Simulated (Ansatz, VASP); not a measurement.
One calculation of Ga3Sb, two programs

```
CELL_PARAMETERS angstrom
-1.91588 1.91588 4.91500
1.91588 -1.91588 4.91500
1.91588 1.91588 -4.91500
ATOMIC_POSITIONS crystal
Ga 0.75000 0.25000 0.50000
Ga 0.25000 0.75000 0.50000
Ga 0.50000 0.50000 0.00000
Sb 0.00000 0.00000 0.00000
```

Alike in both runs: task single point; functional PBEsol; dispersion D3(BJ); k mesh 14 × 14 × 14; occupations gaussian, width 0.15 eV; no spin polarisation.

```csv
,VASP,Ansatz
version,VASP 6.6.1,Ansatz 0.2.0
potentials or method,"VASP PAW PBE potentials, release 64 (Ga_d, Sb), cutoff 520 eV","scalar-relativistic, plane waves, PAW"
valence electrons in the cell,44,54
```

|  | VASP | Ansatz | Ansatz less VASP |
| --- | --- | --- | --- |
| gap on the k mesh at the Fermi level (eV) | none | none | - |
| pressure (GPa) | 7.4 | 7.3 | -0.07 |
| traceless stress, the component that is largest in VASP (GPa) | -2.34 | -2.28 | +0.060 |

VASP's potentials were made for PBE, not for PBEsol, and Ansatz warns of the same on its side. A gap of «none» marks a metal or a gap that the smearing closes. VASP's potentials hold 44 valence electrons a cell and Ansatz's 54, so a difference there can come from the potentials and not from the codes.

Neither program's run includes spin-orbit coupling.
